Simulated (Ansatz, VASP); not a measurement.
**One calculation of V, two programs**

File POSCAR:

```
V
1.0
   -1.5143500000      1.5143500000      1.5143500000
    1.5143500000     -1.5143500000      1.5143500000
    1.5143500000      1.5143500000     -1.5143500000
V
1
Direct
    0.0000000000      0.0000000000      0.0000000000
```

File INCAR.step1:

```
SYSTEM = V
  PREC = Accurate
  ENCUT = 600
  EDIFF = 1E-5
  ISMEAR = -1
  SIGMA = 0.05
  LREAL = .False.
  LASPH = .True.
  NELM = 150
  ALGO = Normal
  LWAVE = .True.
  LCHARG = .False.
  ISPIN = 2
  MAGMOM = 2
  LORBIT = 11
  LMAXMIX = 4
  GGA = PE
  NBANDS = 16
```

File INCAR.step2:

```
SYSTEM = V
  PREC = Accurate
  ENCUT = 600
  EDIFF = 1E-6
  ISMEAR = -1
  SIGMA = 0.05
  LREAL = .False.
  LASPH = .True.
  NELM = 150
  ALGO = Normal
  ISIF = 3
  LWAVE = .False.
  LCHARG = .False.
  ISPIN = 2
  MAGMOM = 2
  LORBIT = 11
  LMAXMIX = 4
  GGA = PE
  LHFCALC = .True.
  AEXX = 0.25
  HFSCREEN = 0.3
  PRECFOCK = Normal
  IBRION = 2
  NSW = 60
  EDIFFG = -0.01
  ISTART = 1
```

The input KPOINTS:

```
regular mesh
0
Gamma
  6 6 6
  0 0 0
```

Contents of input.yaml:

```yaml
crystal:
  lattice:
    - [-1.51435, 1.51435, 1.51435]
    - [1.51435, -1.51435, 1.51435]
    - [1.51435, 1.51435, -1.51435]
  atoms:
    - { symbol: V, position: [0.0, 0.0, 0.0], spin: 2.0 }
hamiltonian:
  xc: { exchange: pbe, correlation: pbe, exx: { coeff: 0.25, omega: 0.3 } }
  pseudopotentials: { kind: paw }
magnetization:
  spin_polarized: true
kpoints:
  mp_grid: { grid: [6, 6, 6] }
scf:
  occupations: { method: fermi_dirac, width: 0.05 }
output:
  forces: true
  stress: true
relax:
  f_tol: 0.01
  max_steps: 40
  cell: { stress_tol: 0.05 }
```

Alike in both runs: task relaxation of cell and atoms; functional PBE-based screened hybrid; k mesh 6 × 6 × 6; occupations fermi-dirac, width 0.05 eV; collinear spin.

|  | VASP | Ansatz |
| --- | --- | --- |
| version | VASP 6.6.1 | Ansatz 0.2.0 |
| potentials or method | VASP PAW PBE potentials, release 64 (V_sv) | Ansatz PAW |
| plane-wave cutoff (eV) | 600 | 420 |
| valence electrons in the cell | 13 | 13 |

Ansatz gave:

- gap on the k mesh at the Fermi level, each at its own relaxed structure (eV): none
- net moment per atom (μB): 0.78
- size of the moment on the site where the two differ most (μB): 0.63
- relaxed volume (Å³/atom): 13.33
- relaxed cell length with the largest relative difference (Å): 2.587

Estimate VASP's values.

gap on the k mesh at the Fermi level, each at its own relaxed structure (eV): none; net moment per atom (μB): 0.78; size of the moment on the site where the two differ most (μB): 0.67; relaxed volume (Å³/atom): 13.36; relaxed cell length with the largest relative difference (Å): 2.589.

VASP's potentials were made for PBE, not for PBE-based screened hybrid. Site moments also hang on the region over which each program counts them. A gap of «none» marks a metal or a gap that the smearing closes.

The k mesh is coarse, so the values compare programs but aren't converged. Noted on Ansatz's run: the magnetic or orbital state may not be the lowest; the plane-wave basis is chosen anew once the cell has moved, so the energies of steps on either side of that aren't comparable.
